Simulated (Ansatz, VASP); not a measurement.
**ZnS: VASP beside Ansatz**

```
CELL_PARAMETERS angstrom
3.61879 0.00000 0.00000
-1.80939 3.13396 0.00000
0.00000 0.00000 7.11852
ATOMIC_POSITIONS crystal
Zn 0.33333 0.66667 0.00520
Zn 0.66667 0.33333 0.50520
S 0.33333 0.66667 0.40624
S 0.66667 0.33333 0.90624
```

Alike in both runs: task single point; functional PBE; k mesh 9 × 9 × 4; occupations gaussian, width 0.05 eV; no spin polarisation.

```csv
,VASP,Ansatz
version,VASP 6.6.1,Ansatz 0.2.0
potentials or method,"VASP PAW PBE potentials, release 64 (Zn, S), cutoff 520 eV","scalar-relativistic, plane waves, PAW"
valence electrons in the cell,36,36
```

|  | VASP | Ansatz | Ansatz less VASP |
| --- | --- | --- | --- |
| gap on the k mesh at the Fermi level (eV) | 1.81 | 1.81 | -0.003 |
| least direct gap on the mesh (eV) | 1.81 | 1.81 | -0.003 |
| pressure (GPa) | 8.1 | 7.9 | -0.14 |
| traceless stress, the component that is largest in VASP (GPa) | -13.00 | -12.88 | +0.111 |
| rms of the force components (eV/Å) | 0.441 | 0.432 | -0.0091 |

Atom by atom the forces differ by 0.009 eV/Å (rms over components). With one functional, cell and mesh, what is left measures potentials, basis and numerics.
